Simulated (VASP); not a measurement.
# SiC (F-43m) in VASP: single point with PBE

Aim: the single point of SiC with PBE.

All numbers are computed with VASP 6.6.1; they aren't measurements. Logs are shortened: lines on timing, memory, paths and dates and some standing lists are left out, and cuts for length are marked.

## 1. The cell of the first run

It takes space group F-43m (No. 216, cubic). The conventional cell has a = 4.174 Å, b = 4.174 Å, c = 4.174 Å, α = 90.00°, β = 90.00°, γ = 90.00°. Si (site symmetry -43m) has 4 C at 1.81 Å within 2.4 Å. C (site symmetry -43m) has 4 Si at 1.81 Å within 2.4 Å.

## 2. Single point, PBE (strain -0.040 along x and y, -0.040 along z)

INCAR reads:

```
SYSTEM = SiC
ALGO = Normal
EDIFF = 1E-6
ENCUT = 520
GGA = PE
ISIF = 2
ISMEAR = 0
LASPH = .True.
LCHARG = .False.
LREAL = .False.
LWAVE = .False.
NBANDS = 11
NELM = 100
PREC = Accurate
SIGMA = 0.05
```

KPOINTS reads:

```
k-points
0
Gamma
  12 12 12
  0 0 0
```

POSCAR reads:

```
SiC
1.0
    0.0000000000      2.0870400000      2.0870400000
    2.0870400000      0.0000000000      2.0870400000
    2.0870400000      2.0870400000      0.0000000000
Si C
1 1
Direct
    0.0000000000      0.0000000000      0.0000000000
    0.7500000000      0.7500000000      0.7500000000
```

Potentials or basis: VASP PAW PBE potentials, release 64 (Si, C).

Run with:

```sh
cat potpaw_PBE.64/Si/POTCAR potpaw_PBE.64/C/POTCAR > POTCAR
mpirun -np 1 vasp_std > vasp.out
```

OUTCAR:

```text
SYSTEM = SiC
   EDIFF = 1E-6
   ENCUT = 520
   GGA = PE
   ISIF = 2
   ISMEAR = 0
   LASPH = .True.
   LREAL = .False.
   NELM = 100
   PREC = Accurate

 ion  position               nearest neighbor table
   1  0.000  0.000  0.000-   2 1.81   2 1.81   2 1.81   2 1.81
   2  0.750  0.750  0.750-   1 1.81   1 1.81   1 1.81   1 1.81

  LATTYP: Found a face centered cubic cell.
 ALAT       =     4.1740800000

  Lattice vectors:

 A1 = (   0.0000000000,   2.0870400000,   2.0870400000)
 A2 = (   2.0870400000,   0.0000000000,   2.0870400000)
 A3 = (   2.0870400000,   2.0870400000,   0.0000000000)

Analysis of symmetry for initial positions (statically):
=====================================================================
 Subroutine PRICEL returns:
 Original cell was already a primitive cell.

 Routine SETGRP: Setting up the symmetry group for a
 face centered cubic supercell.

 Subroutine GETGRP returns: Found 24 space group operations
 (whereof 24 operations were pure point group operations)
 out of a pool of 48 trial point group operations.

The static configuration has the point symmetry T_d .

Analysis of symmetry for dynamics (positions and initial velocities):
=====================================================================
 Subroutine PRICEL returns:
 Original cell was already a primitive cell.

 Routine SETGRP: Setting up the symmetry group for a
 face centered cubic supercell.

 Subroutine GETGRP returns: Found 24 space group operations
 (whereof 24 operations were pure point group operations)
 out of a pool of 48 trial point group operations.

The dynamic configuration has the point symmetry T_d .

 Subroutine INISYM returns: Found 24 space group operations
 (whereof 24 operations are pure point group operations),
 and found     1 'primitive' translations

----------------------------------------------------------------------------------------

                                     Primitive cell

  volume of cell :      18.1812

  direct lattice vectors                    reciprocal lattice vectors
     0.000000000  2.087040000  2.087040000    -0.239573750  0.239573750  0.239573750
     2.087040000  0.000000000  2.087040000     0.239573750 -0.239573750  0.239573750
     2.087040000  2.087040000  0.000000000     0.239573750  0.239573750 -0.239573750

  length of vectors
     2.951520273  2.951520273  2.951520273     0.414953908  0.414953908  0.414953908

  position of ions in fractional coordinates (direct lattice)
     0.000000000  0.000000000  0.000000000
     0.750000000  0.750000000  0.750000000

  ion indices of the primitive-cell ions
[... 85 lines left out ...]
   PSTRESS=    0.0 pullay stress
   NELECT =       8.0000    total number of electrons
   NUPDOWN=      -1.0000    fix difference up-down
   EMIN   =  10.00;   EMAX   =-10.00  energy-range for DOS
   EFERMI =   0.00;   METHOD = LEGACY
   ISMEAR =     0;   SIGMA  =   0.05  broadening in eV -4-tet -1-fermi 0-gaus
   EFERMI_NEDOS =   21; number of points for ismear=-14 and -15
   IALGO  =     38    algorithm
   IMIX   =      4    mixing-type and parameters
     AMIX     =   0.40;   BMIX     =  1.00
     AMIX_MAG =   1.60;   BMIX_MAG =  1.00
  volume/ion in A,a.u.               =       9.09        61.35
  Fermi-wavevector in a.u.,A,eV,Ry     =   1.245176  2.353041 21.095332  1.550463
  Thomas-Fermi vector in A             =   2.379410
   LORBIT       =      0    0 simple, 1 ext, 2 COOP (PROOUT), +10 PAW based schemes
   GGA     = PE    functional components
   LHFCALC =     F    Hartree Fock is set to
   AEXX    =    0.0000 exact exchange contribution
   IVDW    =     0    specifies the selected vdW correction
   LEPSILON=     F    determine dielectric tensor
   LRPA    =     F    only Hartree local field effects (RPA)
 non-spin polarized calculation
 Gauss-broadening in eV      SIGMA  =   0.05
  energy-cutoff  :      520.00
  volume of cell :       18.18
 maximum number of plane-waves:       531
 NGX is ok and might be reduce to    24
   NGX = 11   NGY = 11   NGZ = 11

 number of electron       8.0000000 magnetization

 Free energy of the ion-electron system (eV)
  ---------------------------------------------------
  ext. energy  EPLUGINS =         0.00000000
  ---------------------------------------------------
  free energy    TOTEN  =       -14.74395792 eV

  energy without entropy =      -14.74395792  energy(sigma->0) =      -14.74395792

 E-fermi :   9.8392     XC(G=0): -11.9305

 val. band max:        9.6243857062   @ k =   0.0000   0.0000   0.0000
 cond. band min:      10.8496462059   @ k =   0.5000   0.5000   0.0000
 fundamental gap:      1.2252604997
 Fermi energy:         9.8392374506

 k-point     1 :       0.0000    0.0000    0.0000
  band No.  band energies     occupation
      1      -6.8299      2.00000
      2       9.6244      2.00000
      3       9.6244      2.00000
      4       9.6244      2.00000
      5      17.3952      0.00000
      6      17.8942      0.00000
      7      17.8942      0.00000
      8      17.8942      0.00000
      9      24.9213      0.00000
     10      24.9213      0.00000
     11      27.9755      0.00000
[... 309 lines left out ...]
 k-point    24 :      -0.4167    0.1667    0.0000
  band No.  band energies     occupation
      1      -2.4112      2.00000
      2       0.9636      2.00000
      3       6.3816      2.00000
      4       8.0417      2.00000
      5      15.1686      0.00000
      6      18.4319      0.00000
      7      18.8605      0.00000
      8      22.0895      0.00000
      9      25.6386      0.00000
     10      26.2047      0.00000
     11      29.3598      0.00000

 [... further k-points ...]

------------------------ aborting loop because EDIFF is reached ----------------------------------------

  FORCE on cell =-STRESS in cart. coord.  units (eV):
  Direction    XX          YY          ZZ          XY          YZ          ZX
  --------------------------------------------------------------------------------------
  -------------------------------------------------------------------------------------
  Total        4.5848304      4.5848304      4.5848304      0.0000000      0.0000000     -0.0000000
  in kB      404.0280732    404.0280732    404.0280732      0.0000000      0.0000000     -0.0000000
  external PRESSURE =     404.0280732 kB  Pullay stress =       0.0000000 kB

 VOLUME and BASIS-vectors are now :
 -----------------------------------------------------------------------------
  energy-cutoff  :      520.00
  volume of cell :       18.18
      direct lattice vectors                 reciprocal lattice vectors
     0.000000000  2.087040000  2.087040000    -0.239573750  0.239573750  0.239573750
     2.087040000  0.000000000  2.087040000     0.239573750 -0.239573750  0.239573750
     2.087040000  2.087040000  0.000000000     0.239573750  0.239573750 -0.239573750

 POSITION                                       TOTAL-FORCE (eV/Angst)
 -----------------------------------------------------------------------------------
      0.00000      0.00000      0.00000        -0.000000     -0.000000     -0.000000
      3.13056      3.13056      3.13056         0.000000      0.000000      0.000000
 -----------------------------------------------------------------------------------
    total drift:                               -0.000000     -0.000000     -0.000000

  FREE ENERGIE OF THE ION-ELECTRON SYSTEM (eV)
  ---------------------------------------------------
  free  energy   TOTEN  =       -14.7439579240 eV

  energy  without entropy=      -14.7439579240  energy(sigma->0) =      -14.74395792
```

stdout:

```text
POSCAR found type information on POSCAR SiC
 POSCAR found :  2 types and       2 ions
 scaLAPACK will be used
 LDA part: xc-table for (Slater+PW92), standard interpolation
 POSCAR, INCAR and KPOINTS ok, starting setup
 FFT: planning ... GRIDC
 FFT: planning ... GRID_SOFT
 FFT: planning ... GRID
 WAVECAR not read
 entering main loop
```

It took 10 s on 1 thread of Intel Xeon 6975P-C (Granite Rapids), shared host; peak memory 0.14 GiB.

What came out:

| Property | Result |
| --- | --- |
| Free energy | -14.7440 eV |
| Pressure | 40.4 GPa |
| Band gap on the k mesh | 1.23 eV, indirect (least direct gap 4.66 eV) |

Levels at points of the mesh, in eV from the valence-band top:
```csv
k point,band 2,band 3,band 4,band 5,band 6,band 7
"(0.00, 0.00, 0.00)",0.00,0.00,0.00,7.77,8.27,8.27
"(0.50, 0.00, 0.00)",-9.28,-1.07,-1.07,6.65,7.77,7.77
"(0.50, 0.50, 0.00)",-8.23,-3.43,-3.43,1.23,4.80,15.59
```

Caveat: the cell differs from its parent crystal (strain -0.040 along x and y, -0.040 along z).
